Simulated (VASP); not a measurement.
## NaCaF3: single point with r2SCAN+rVV10

Crystal: NaCaF3.

```
CELL_PARAMETERS angstrom
4.36595 0.00000 0.00000
0.00000 4.36595 0.00000
0.00000 0.00000 4.36595
ATOMIC_POSITIONS crystal
Na 0.00000 0.00000 0.00000
Ca 0.50000 0.50000 0.50000
F 0.50000 0.50000 0.00000
F 0.50000 0.00000 0.50000
F 0.00000 0.50000 0.50000
```

| Quantity | Value |
| --- | --- |
| Program | VASP 6.6.1 |
| Task | single point |
| Functional | r2SCAN |
| Dispersion | rVV10 |
| Potentials or basis | VASP PAW PBE potentials, release 64 (Na_pv, Ca_sv, F) |
| Cutoff | 520 eV |
| k mesh | 6 × 6 × 6 |
| Occupations | fermi-dirac, width 0.03 eV |
| Spin | no spin polarisation |
| Dipole correction | no |
| Further INCAR settings | ALGO = Normal; EDIFF = 1e-07; NBANDS = 27 |

```
Pressure               : 0.4 GPa
Band gap on the k mesh : 5.85 eV, indirect (least direct gap 5.98 eV)
```

Levels at points of the mesh, in eV from the valence-band top:
```csv
k point,band 17,band 18,band 19,band 20,band 21,band 22
"(0.00, 0.00, 0.00)",-0.13,-0.13,-0.13,5.85,10.33,10.33
"(0.50, 0.00, 0.00)",-0.54,-0.18,-0.18,8.03,8.80,10.49
"(0.50, 0.50, 0.00)",-0.72,-0.35,-0.01,9.14,10.30,10.30
"(0.50, 0.50, 0.50)",0.00,0.00,0.00,9.52,10.85,10.85
```

Run time: 100 s on 1 thread of Intel(R) Xeon(R) 6975P-C (Granite Rapids) (shared host), peak memory 0.34 GiB.

Caveat: the PAW data sets were made with another functional, which shifts forces and pressure a little. r2SCAN opens gaps a little over a GGA but as a rule still falls short of measured ones.
